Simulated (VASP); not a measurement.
# Ge (Fd-3m) in VASP: notebook, part 3 of 3

VASP 6.6.1. Earlier steps stand in the parts before.

### Step 7. Relaxation of cell and atoms, PBEsol

This run uses another cell than the first one, of 22.84 Å³/atom.

Input file INCAR:

```
PREC = Accurate
ENCUT = 600
EDIFF = 1E-7
ISMEAR = 0
SIGMA = 0.1
LREAL = F
LASPH = T
NELM = 100
ALGO = Normal
ISIF = 3
LWAVE = F
LCHARG = F
GGA = PS
IBRION = 2
NSW = 100
EDIFFG = -0.005
```

Input file KPOINTS:

```
Automatic mesh
0
Gamma
  12 12 12
```

Input file POSCAR:

```
Ge
1.0
    0.0000000000      2.8374271074      2.8374271074
    2.8374271074      0.0000000000      2.8374271074
    2.8374271074      2.8374271074      0.0000000000
Ge
2
Direct
    0.5000000000      0.5000000000      0.5000000000
    0.7500000000      0.7500000000      0.7500000000
```

Potentials or basis: VASP PAW PBE potentials, release 64 (Ge_d).

Started as:

```bash
$ cat potpaw_PBE.64/Ge_d/POTCAR > POTCAR
$ mpirun -np 1 vasp_std > vasp.out
```

OUTCAR:

```text
PREC = Accurate
   ENCUT = 600
   EDIFF = 1E-7
   ISMEAR = 0
   LREAL = F
   LASPH = T
   NELM = 100
   ISIF = 3
   GGA = PS
   IBRION = 2
   NSW = 100
   EDIFFG = -0.005

 ion  position               nearest neighbor table
   1  0.500  0.500  0.500-   2 2.46   2 2.46   2 2.46   2 2.46
   2  0.750  0.750  0.750-   1 2.46   1 2.46   1 2.46   1 2.46

  LATTYP: Found a face centered cubic cell.
 ALAT       =     5.6748542148

  Lattice vectors:

 A1 = (   0.0000000000,   2.8374271074,   2.8374271074)
 A2 = (   2.8374271074,   0.0000000000,   2.8374271074)
 A3 = (   2.8374271074,   2.8374271074,   0.0000000000)

Analysis of symmetry for initial positions (statically):
=====================================================================
 Subroutine PRICEL returns:
 Original cell was already a primitive cell.

 Routine SETGRP: Setting up the symmetry group for a
 face centered cubic supercell.

 Subroutine GETGRP returns: Found 48 space group operations
 (whereof 24 operations were pure point group operations)
 out of a pool of 48 trial point group operations.

The static configuration has the point symmetry T_d .
 The point group associated with its full space group is O_h .

Analysis of symmetry for dynamics (positions and initial velocities):
=====================================================================
 Subroutine PRICEL returns:
 Original cell was already a primitive cell.

 Routine SETGRP: Setting up the symmetry group for a
 face centered cubic supercell.

 Subroutine GETGRP returns: Found 48 space group operations
 (whereof 24 operations were pure point group operations)
 out of a pool of 48 trial point group operations.

The dynamic configuration has the point symmetry T_d .
 The point group associated with its full space group is O_h .

 Subroutine INISYM returns: Found 48 space group operations
 (whereof 24 operations are pure point group operations),
 and found     1 'primitive' translations

----------------------------------------------------------------------------------------

                                     Primitive cell

  volume of cell :      45.6882

  direct lattice vectors                    reciprocal lattice vectors
     0.000000000  2.837427107  2.837427107    -0.176215981  0.176215981  0.176215981
     2.837427107  0.000000000  2.837427107     0.176215981 -0.176215981  0.176215981
     2.837427107  2.837427107  0.000000000     0.176215981  0.176215981 -0.176215981

  length of vectors
     4.012727898  4.012727898  4.012727898     0.305215031  0.305215031  0.305215031

  position of ions in fractional coordinates (direct lattice)
     0.500000000  0.500000000  0.500000000
     0.750000000  0.750000000  0.750000000

  ion indices of the primitive-cell ions
   primitive index   ion index
                 1           1
                 2           2

----------------------------------------------------------------------------------------

 KPOINTS: Automatic mesh

Automatic generation of k-mesh.
 Grid dimensions read from file:
 generate k-points for:   12   12   12

 Generating k-lattice:

  Cartesian coordinates                     Fractional coordinates (reciprocal lattice)
    -0.014684665  0.014684665  0.014684665     0.083333333  0.000000000  0.000000000
     0.014684665 -0.014684665  0.014684665     0.000000000  0.083333333  0.000000000
     0.014684665  0.014684665 -0.014684665     0.000000000  0.000000000  0.083333333

  Length of vectors
     0.025434586  0.025434586  0.025434586

  Shift w.r.t. Gamma in fractional coordinates (k-lattice)
     0.000000000  0.000000000  0.000000000

 Subroutine IBZKPT returns following result:
 ===========================================

 Found     72 irreducible k-points:

 Following reciprocal coordinates:
            Coordinates               Weight
  0.000000  0.000000  0.000000      1.000000
  0.083333  0.000000  0.000000      8.000000
  0.166667  0.000000  0.000000      8.000000
  0.250000  0.000000  0.000000      8.000000
  0.333333  0.000000  0.000000      8.000000
  0.416667  0.000000  0.000000      8.000000
[... 16 lines left out ...]
  0.500000  0.166667  0.000000     24.000000
 -0.416667  0.166667  0.000000     24.000000
 [... further k-points ...]
   k-points           NKPTS =     72   k-points in BZ     NKDIM =     72   number of bands    NBANDS=     18
   number of dos      NEDOS =    301   number of ions     NIONS =      2
   total plane-waves  NPLWV =  32768
   dimension x,y,z NGX =    32 NGY =   32 NGZ =   32
   dimension x,y,z NGXF=    64 NGYF=   64 NGZF=   64
   ions per type =               2
   NGX,Y,Z   is equivalent  to a cutoff of  13.26, 13.26, 13.26 a.u.
   NGXF,Y,Z  is equivalent  to a cutoff of  26.51, 26.51, 26.51 a.u.
 SYSTEM =  unknown system
   PREC   = accura    normal or accurate (medium, high low for compatibility)
   ISTART =      0    job   : 0-new  1-cont  2-samecut
   ICHARG =      2    charge: 1-file 2-atom 10-const
   ISPIN  =      1    spin polarized calculation?
   LNONCOLLINEAR =      F non collinear calculations
   LSORBIT =      F    spin-orbit coupling
   LASPH  =      T    aspherical Exc in radial PAW
   ENCUT  =  600.0 eV  44.10 Ry    6.64 a.u.   8.01  8.01  8.01*2*pi/ulx,y,z
   NELM   =    100;   NELMIN=  2; NELMDL= -5     # of ELM steps
   EDIFF  = 0.1E-06   stopping-criterion for ELM
   LREAL  =      F    real-space projection
   EDIFFG = -.5E-02   stopping-criterion for IOM
   NSW    =    100    number of steps for IOM
   IBRION =      2    ionic relax: 0-MD 1-quasi-New 2-CG
   NFREE  =      1    steps in history (QN), initial steepest desc. (CG)
   ISIF   =      3    stress and relaxation
   ISYM   =      2    0-nonsym 1-usesym 2-fastsym
   POTIM  = 0.5000    time-step for ionic-motion
   TEBEG  =    0.0;   TEEND  =   0.0 temperature during run
   PSTRESS=    0.0 pullay stress
   NELECT =      28.0000    total number of electrons
   NUPDOWN=      -1.0000    fix difference up-down
   EMIN   =  10.00;   EMAX   =-10.00  energy-range for DOS
   EFERMI =   0.00;   METHOD = LEGACY
   ISMEAR =     0;   SIGMA  =   0.10  broadening in eV -4-tet -1-fermi 0-gaus
   EFERMI_NEDOS =   21; number of points for ismear=-14 and -15
   IALGO  =     38    algorithm
   IMIX   =      4    mixing-type and parameters
     AMIX     =   0.40;   BMIX     =  1.00
     AMIX_MAG =   1.60;   BMIX_MAG =  1.00
  volume/ion in A,a.u.               =      22.84       154.16
  Fermi-wavevector in a.u.,A,eV,Ry     =   1.390570  2.627796 26.309373  1.933684
  Thomas-Fermi vector in A             =   2.514492
   LORBIT       =      0    0 simple, 1 ext, 2 COOP (PROOUT), +10 PAW based schemes
   GGA     = PS    functional components
   LHFCALC =     F    Hartree Fock is set to
   AEXX    =    0.0000 exact exchange contribution
   IVDW    =     0    specifies the selected vdW correction
   LEPSILON=     F    determine dielectric tensor
   LRPA    =     F    only Hartree local field effects (RPA)
 conjugate gradient relaxation of ions
 non-spin polarized calculation
 Gauss-broadening in eV      SIGMA  =   0.10
  energy-cutoff  :      600.00
  volume of cell :       45.69
 maximum number of plane-waves:      1546
   NGX = 17   NGY = 17   NGZ = 17

 number of electron      28.0000020 magnetization

 Free energy of the ion-electron system (eV)
  ---------------------------------------------------
  ext. energy  EPLUGINS =         0.00000000
  ---------------------------------------------------
  free energy    TOTEN  =        -9.87396065 eV

  energy without entropy =       -9.87371111  energy(sigma->0) =       -9.87383588

 E-fermi :   4.7834     XC(G=0): -10.0860

 val. band max:        4.7738365917   @ k =   0.0000   0.0000   0.0000
 cond. band min:       4.8692071893   @ k =   0.5000   0.0000   0.0000
 fundamental gap:      0.0953705976
 Fermi energy:         4.7833722522

 k-point     1 :       0.0000    0.0000    0.0000
  band No.  band energies     occupation
      1     -19.9765      2.00000
      2     -19.9765      2.00000
      3     -19.9765      2.00000
      4     -19.9406      2.00000
      5     -19.9406      2.00000
      6     -19.7334      2.00000
[... 10 lines left out ...]
     17       7.3022      0.00000
     18       7.3022      0.00000
[... 466 lines left out ...]
      2     -20.0064      2.00000
      3     -19.9371      2.00000
      4     -19.8872      2.00000
      5     -19.8800      2.00000
      6     -19.7901      2.00000
[... 10 lines left out ...]
     17       9.4522      0.00000
     18      12.2302      0.00000

 [... further k-points ...]

------------------------ aborting loop because EDIFF is reached ----------------------------------------

  FORCE on cell =-STRESS in cart. coord.  units (eV):
  Direction    XX          YY          ZZ          XY          YZ          ZX
  --------------------------------------------------------------------------------------
  -------------------------------------------------------------------------------------
  Total       -0.0084568     -0.0084568     -0.0084568      0.0000000      0.0000000      0.0000000
  in kB       -0.2965590     -0.2965590     -0.2965590      0.0000000      0.0000000      0.0000000
  external PRESSURE =      -0.2965590 kB  Pullay stress =       0.0000000 kB

 VOLUME and BASIS-vectors are now :
 -----------------------------------------------------------------------------
  energy-cutoff  :      600.00
  volume of cell :       45.69
      direct lattice vectors                 reciprocal lattice vectors
     0.000000000  2.837427107  2.837427107    -0.176215981  0.176215981  0.176215981
     2.837427107  0.000000000  2.837427107     0.176215981 -0.176215981  0.176215981
     2.837427107  2.837427107  0.000000000     0.176215981  0.176215981 -0.176215981

 POSITION                                       TOTAL-FORCE (eV/Angst)
 -----------------------------------------------------------------------------------
      2.83743      2.83743      2.83743         0.000000      0.000000      0.000000
      4.25614      4.25614      4.25614        -0.000000     -0.000000     -0.000000
 -----------------------------------------------------------------------------------
    total drift:                               -0.000000     -0.000000      0.000000

  FREE ENERGIE OF THE ION-ELECTRON SYSTEM (eV)
  ---------------------------------------------------
  free  energy   TOTEN  =        -9.8739606471 eV

  energy  without entropy=       -9.8737111105  energy(sigma->0) =       -9.87383588

 reached required accuracy - stopping structural energy minimisation
```

OSZICAR:

```text
N       E                     dE             d eps       ncg     rms          rms(c)
DAV:   1     0.173554378464E+03    0.17355E+03   -0.16670E+04  2650   0.459E+03
DAV:   2     0.123643444759E+02   -0.16119E+03   -0.15845E+03  2600   0.572E+02
DAV:   3    -0.929636747687E+01   -0.21661E+02   -0.21474E+02  2818   0.155E+02
DAV:   4    -0.100107100160E+02   -0.71434E+00   -0.71292E+00  3050   0.323E+01
DAV:   5    -0.100223647706E+02   -0.11655E-01   -0.11653E-01  2874   0.423E+00    0.322E+00
DAV:   6    -0.992118233065E+01    0.10118E+00   -0.40716E-02  3074   0.269E+00    0.184E+00
DAV:   7    -0.987281568726E+01    0.48367E-01   -0.71115E-02  2716   0.284E+00    0.156E-01
DAV:   8    -0.987384059470E+01   -0.10249E-02   -0.73069E-03  2962   0.140E+00    0.504E-02
DAV:   9    -0.987395077746E+01   -0.11018E-03   -0.29963E-04  2894   0.273E-01    0.820E-03
DAV:  10    -0.987395976478E+01   -0.89873E-05   -0.17683E-05  2984   0.424E-02    0.509E-03
DAV:  11    -0.987396093273E+01   -0.11680E-05   -0.29179E-06  3368   0.221E-02    0.102E-03
DAV:  12    -0.987396069768E+01    0.23505E-06   -0.40824E-07  2810   0.124E-02    0.403E-04
DAV:  13    -0.987396064712E+01    0.50556E-07   -0.17404E-08  1476   0.135E-03
   1 F= -.98739606E+01 E0= -.98738359E+01  d E =-.987396E+01
```

CONTCAR:

```text
Ge
   1.00000000000000
     0.0000000000000000    2.8374271073999999    2.8374271073999999
     2.8374271073999999    0.0000000000000000    2.8374271073999999
     2.8374271073999999    2.8374271073999999    0.0000000000000000
  Ge
     2
Direct
     0.5000000000000000    0.5000000000000000    0.5000000000000000
     0.7500000000000000    0.7500000000000000    0.7500000000000000

  0.00000000E+00  0.00000000E+00  0.00000000E+00
  0.00000000E+00  0.00000000E+00  0.00000000E+00
```

It took 21 s on 1 thread of Intel Xeon 6975P-C (Granite Rapids), shared host; peak memory 0.2 GiB.

What came out:

- Free energy: -9.8740 eV
- Pressure after relaxing: 0.0 GPa
- Band gap on the k mesh: zero (filled and empty bands touch)

Final structure:
```
Ge
1.0
     0.00000    2.83743    2.83743
     2.83743    0.00000    2.83743
     2.83743    2.83743    0.00000
Ge
2
Direct
  0.50000 0.50000 0.50000
  0.75000 0.75000 0.75000
```

Caveat: the relaxation stopped at its first step, so nothing moved; semilocal functionals underestimate gaps, so a narrow gap can read as zero; the PAW data sets were made with another functional, which shifts forces and pressure a little.

### Step 8. Summary

```csv
task,cell,k mesh,cutoff (eV),gap on the mesh (eV),pressure (GPa)
relaxation of cell and atoms,"relaxed to 1 GPa from a = 4.000 Å, angles 60.0°, 2 atoms",12 × 12 × 12,600,-,1.0
relaxation of cell and atoms,"relaxed to -1 GPa from a = 4.026 Å, angles 60.0°, 2 atoms",12 × 12 × 12,600,none,-1.0
relaxation of cell and atoms,"relaxed to 50 GPa from a = 3.631 Å, angles 60.0°, 2 atoms",14 × 14 × 14,600,none,50.0
relaxation of cell and atoms,"relaxed to 25 GPa from a = 3.741 Å, angles 60.0°, 2 atoms",14 × 14 × 14,600,0.13,25.1
single point,"a = 4.013 Å, angles 60.0°, 2 atoms",6 × 6 × 6,500,none,0.0
relaxation of cell and atoms,"relaxed from a = 4.013 Å, angles 60.0°, 2 atoms",12 × 12 × 12,600,none,0.0
```

Alike in all rows: level PBEsol; potentials or basis VASP PAW PBE potentials, release 64 (Ge_d); no spin polarisation; smearing gaussian 0.1 eV.

Caveats: the PAW data sets were made with another functional, which shifts forces and pressure a little; the cell is relaxed towards a set pressure, so the run minimises the enthalpy, not the energy (at least some runs); semilocal functionals underestimate gaps, so a narrow gap can read as zero (at least some runs); the relaxation stopped at its first step, so nothing moved (at least some runs).

Total energies depend on the potentials used, so only differences within one code and one set of settings carry meaning.
